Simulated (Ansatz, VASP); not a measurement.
# Two plane-wave programs on ZrS2

```
Zr S
1.0
     3.56417    0.00000    0.00000
    -1.78208    3.08666    0.00000
     0.00000    0.00000    5.68115
Zr S
1 2
Cartesian
  0.0000 0.0000 0.0000
  0.0000 2.0578 1.4825
  1.7821 1.0289 4.1986
```

Change from the starting cell: hydrostatic strain -3.0%.

Alike in both runs: task single point; functional HSE06; k mesh 6 × 6 × 4; no spin polarisation.

|  | VASP | Ansatz |
| --- | --- | --- |
| version | VASP 6.6.1 | Ansatz 0.2.0 |
| potentials or method | VASP PAW PBE potentials, release 64 (Zr_sv, S) | plane waves, PAW |
| plane-wave cutoff (eV) | 400 | 420 |
| occupations | gaussian, width 0.01 eV | fixed |
| valence electrons in the cell | 24 | 24 |

VASP gave:

```
gap on the k mesh at the Fermi level (eV)                     : 1.21
pressure (GPa)                                                : 5.0
traceless stress, the component that is largest in VASP (GPa) : -2.25
rms of the force components (eV/Å)                            : 0.088
```

Estimate Ansatz's values.

gap on the k mesh at the Fermi level (eV): 1.21; pressure (GPa): 5.1; traceless stress, the component that is largest in VASP (GPa): -2.29; rms of the force components (eV/Å): 0.089.

Atom by atom the forces differ by 0.002 eV/Å (rms over components). Ansatz's warnings: stress exchange threshold loose, stress scf threshold loose.
